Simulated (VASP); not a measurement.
# CuF (Pm-3m) in VASP: notebook, part 2 of 2

VASP 6.6.1.

**4. Single point, LDA**

This run uses another cell than the first one, of 10.27 Å³/atom, 1.068 times its volume.

Contents of INCAR:

```
SYSTEM = CuF
PREC     = Accurate       ! precision mode
ENCUT    = 520            ! plane-wave cutoff, eV
EDIFF    = 1E-7           ! SCF threshold, eV
ISMEAR   = -1             ! smearing method
SIGMA    = 0.02           ! smearing width, eV
LREAL    = .False.        ! projectors in reciprocal space
LASPH    = .True.         ! aspherical terms in the spheres
NELM     = 60             ! most SCF steps
ALGO     = Normal         ! electronic algorithm
ISIF     = 2              ! what is computed and relaxed
LWAVE    = .False.        ! write WAVECAR
LCHARG   = .False.        ! write CHGCAR
GGA      = CA             ! functional
NBANDS   = 16             ! bands
```

Contents of KPOINTS:

```
Automatic mesh
0
Gamma
  10 10 10
  0 0 0
```

Contents of POSCAR:

```
CuF
1.0
    2.7384616677      0.0000000000      0.0000000000
    0.0000000000      2.7384616677      0.0000000000
    0.0000000000      0.0000000000      2.7384616677
Cu F
1 1
Direct
    0.0000000000      0.0000000000      0.0000000000
    0.5000000000      0.5000000000      0.5000000000
```

Potentials or basis: VASP PAW LDA potentials, release 64 (Cu, F).

Started as:

```bash
cat potpaw_LDA.64/Cu/POTCAR potpaw_LDA.64/F/POTCAR > POTCAR
mpirun -np 1 vasp_std > vasp.out
```

It took 5.9 s on 1 thread of Intel Xeon 6975P-C (Granite Rapids), shared host; peak memory 0.12 GiB.

Results (log left out):

- Free energy: -8.4457 eV
- Pressure: -7.6 GPa
- Band gap on the k mesh: zero (band 9 reaches 4.61 eV, above the bottom of band 10 at 4.25 eV)

Levels at points of the mesh, in eV from the Fermi level:
```
           k point  band 7  band 8  band 9  band 10  band 11  band 12
(0.00, 0.00, 0.00)   -1.89   -0.35   -0.35    -0.35    15.25    15.25
(0.50, 0.00, 0.00)   -0.30   -0.14   -0.14     4.15     4.86    16.58
(0.50, 0.50, 0.00)   -0.76   -0.76   -0.02     4.89     8.52     8.52
(0.50, 0.50, 0.50)    0.00    0.01    0.01     6.76     6.76     6.76
```

Caveat: semilocal functionals often make such compounds metallic where correlation or magnetic order opens a gap, which also shifts bond lengths. With open d or f shells a metallic result of LDA can be an artefact of self-interaction; +U or a hybrid may open a gap.

**5. Single point, r2SCAN**

This run uses another cell than the first one, of 10.27 Å³/atom, 1.068 times its volume.

POSCAR is that of step 4.

Contents of INCAR.step1:

```
ALGO = Normal
EDIFF = 1E-4
ENCUT = 520
GGA = PE
ISMEAR = -1
LASPH = T
LCHARG = F
LREAL = F
LWAVE = T
NBANDS = 16
NELM = 80
PREC = Accurate
SIGMA = 0.02
```

Contents of INCAR.step2:

```
ALGO = Normal
EDIFF = 1E-6
ENCUT = 520
ISIF = 2
ISMEAR = -1
ISTART = 1
LASPH = T
LCHARG = F
LMIXTAU = T
LREAL = F
LWAVE = F
METAGGA = R2SCAN
NBANDS = 16
NELM = 80
PREC = Accurate
SIGMA = 0.02
```

Contents of KPOINTS:

```
k-points
0
Gamma
  8 8 8
```

Potentials or basis: VASP PAW PBE potentials, release 64 (Cu, F).

Started as:

```bash
cat potpaw_PBE.64/Cu/POTCAR potpaw_PBE.64/F/POTCAR > POTCAR
cp INCAR.step1 INCAR
mpirun -np 1 vasp_std > vasp.out
cp INCAR.step2 INCAR
mpirun -np 1 vasp_std > vasp.out
```

OUTCAR:

```text
EDIFF = 1E-6
   ENCUT = 520
   ISIF = 2
   ISMEAR = -1
   ISTART = 1
   LASPH = T
   LREAL = F
   METAGGA = R2SCAN
   NELM = 80
   PREC = Accurate

 ion  position               nearest neighbor table
   1  0.000  0.000  0.000-
   2  0.500  0.500  0.500-

  LATTYP: Found a simple cubic cell.
 ALAT       =     2.7384616677

  Lattice vectors:

 A1 = (   2.7384616677,   0.0000000000,   0.0000000000)
 A2 = (   0.0000000000,   2.7384616677,   0.0000000000)
[... 187 lines left out ...]
      4      -0.0131      2.00000
      5       3.0069      2.00000
      6       3.0069      2.00000
[... 433 lines left out ...]
      3      -1.7239      2.00000
      4      -0.0531      2.00000
      5       3.5137      2.00000
      6       3.8873      2.00000
[... 8 lines left out ...]
     15      27.2268      0.00000
     16      29.3284      0.00000

 [... further k-points ...]
[... 5 lines left out ...]
  --------------------------------------------------------------------------------------
  -------------------------------------------------------------------------------------
  Total       -0.0192855     -0.0192855     -0.0192855      0.0000000      0.0000000     -0.0000000
  in kB       -1.5046053     -1.5046053     -1.5046053      0.0000000      0.0000000     -0.0000000
  external PRESSURE =      -1.5046053 kB  Pullay stress =       0.0000000 kB

 VOLUME and BASIS-vectors are now :
 -----------------------------------------------------------------------------
  energy-cutoff  :      520.00
  volume of cell :       20.54
      direct lattice vectors                 reciprocal lattice vectors
     2.738461668  0.000000000  0.000000000     0.365168522  0.000000000  0.000000000
     0.000000000  2.738461668  0.000000000     0.000000000  0.365168522  0.000000000
     0.000000000  0.000000000  2.738461668     0.000000000  0.000000000  0.365168522

 POSITION                                       TOTAL-FORCE (eV/Angst)
 -----------------------------------------------------------------------------------
      0.00000      0.00000      0.00000         0.000000      0.000000      0.000000
      1.36923      1.36923      1.36923         0.000000      0.000000      0.000000
 -----------------------------------------------------------------------------------
    total drift:                                0.000000      0.000000      0.000000

  FREE ENERGIE OF THE ION-ELECTRON SYSTEM (eV)
  ---------------------------------------------------
  free  energy   TOTEN  =       -15.7496517140 eV

  energy  without entropy=      -15.7484422754  energy(sigma->0) =      -15.74904699
```

OUTCAR.step1:

```text
EDIFF = 1E-4
   ENCUT = 520
   GGA = PE
   ISMEAR = -1
   LASPH = T
   LREAL = F
[... 674 lines left out ...]
 -----------------------------------------------------------------------------------
      0.00000      0.00000      0.00000         0.000000      0.000000      0.000000
      1.36923      1.36923      1.36923         0.000000      0.000000      0.000000
 -----------------------------------------------------------------------------------
    total drift:                                0.000000      0.000000      0.000000

  FREE ENERGIE OF THE ION-ELECTRON SYSTEM (eV)
  ---------------------------------------------------
  free  energy   TOTEN  =        -6.9650617478 eV

  energy  without entropy=       -6.9626398311  energy(sigma->0) =       -6.96385079
```

Wall time 16 s (1 thread of Intel Xeon 6975P-C (Granite Rapids), shared host); peak memory 0.13 GiB.

What came out:

```yaml
Free_energy: -15.7497 eV
Pressure: -0.2 GPa
Band_gap_on_the_k_mesh: zero (band 9 reaches 4.93 eV, above the bottom of band 10 at 4.52 eV)
```

Caveat: the PAW data sets were made with another functional, which shifts forces and pressure a little; semilocal functionals often make such compounds metallic where correlation or magnetic order opens a gap, which also shifts bond lengths. With open d or f shells a metallic result of r2SCAN can be an artefact of self-interaction; +U or a hybrid may open a gap.

**6. The runs side by side**

```csv
level,potentials or basis,cell,k mesh,gap on the mesh (eV),pressure (GPa)
LDA,"VASP PAW LDA potentials, release 64 (Cu, F)","a = 2.679 Å, 2 atoms",8 × 8 × 8,none,0.0
PBE,"VASP PAW PBE potentials, release 64 (Cu, F)","a = 2.738 Å, 2 atoms",10 × 10 × 10,none,6.5
LDA,"VASP PAW LDA potentials, release 64 (Cu, F)","a = 2.738 Å, 2 atoms",10 × 10 × 10,none,-7.6
r2SCAN,"VASP PAW PBE potentials, release 64 (Cu, F)","a = 2.738 Å, 2 atoms",8 × 8 × 8,none,-0.2
```

Alike in all rows: task single point; no spin polarisation; cutoff (eV) 520; smearing fermi-dirac 0.02 eV.

Caveats: semilocal functionals often make such compounds metallic where correlation or magnetic order opens a gap, which also shifts bond lengths; the PAW data sets were made with another functional, which shifts forces and pressure a little (some runs).

Total energies depend on the potentials used, so only differences within one code and one set of settings carry meaning.
